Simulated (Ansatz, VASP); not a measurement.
## One calculation of PbO, two programs

```
Pb O
1.0
     3.94773    0.00000    0.00000
     0.00000    3.94773    0.00000
     0.00000    0.00000    4.98829
Pb O
2 2
Direct
  0.00000 0.50000 0.23510
  0.50000 0.00000 0.76490
  0.00000 0.00000 0.00000
  0.50000 0.50000 0.00000
```

Change from the starting cell: volume scaled by 0.98, crystal datasets.

Alike in both runs: task electric field gradients; functional LDA; k mesh 7 × 7 × 6; occupations fermi-dirac, width 0.03 eV; no spin polarisation.

|  | VASP | Ansatz |
| --- | --- | --- |
| version | VASP 6.6.1 | Ansatz 0.2.0 |
| potentials or method | VASP PAW LDA potentials, release 64 (Pb_d, O), cutoff 520 eV | all-electron PAW with datasets made for the crystal, scalar-relativistic |

|  | VASP | Ansatz | Ansatz less VASP |
| --- | --- | --- | --- |
| gap on the k mesh at the Fermi level (eV) | 1.41 | 1.44 | +0.022 |
| pressure (GPa) | 0.1 | -0.1 | -0.21 |
| traceless stress, the component that is largest in VASP (GPa) | 0.10 | 0.10 | -0.004 |
| rms of the force components (eV/Å) | 0.077 | 0.048 | -0.0290 |
| size of Vzz on the site where it differs most (V/Å²) | 232.3 | 218.8 | -13.50 |

LDA's correlation is that of Perdew and Zunger in VASP and of Perdew and Wang (1992) in Ansatz. Atom by atom the forces differ by 0.029 eV/Å (rms over components). Ansatz ran all-electron here, and VASP with PAW potentials.

Spin-orbit coupling is off throughout.
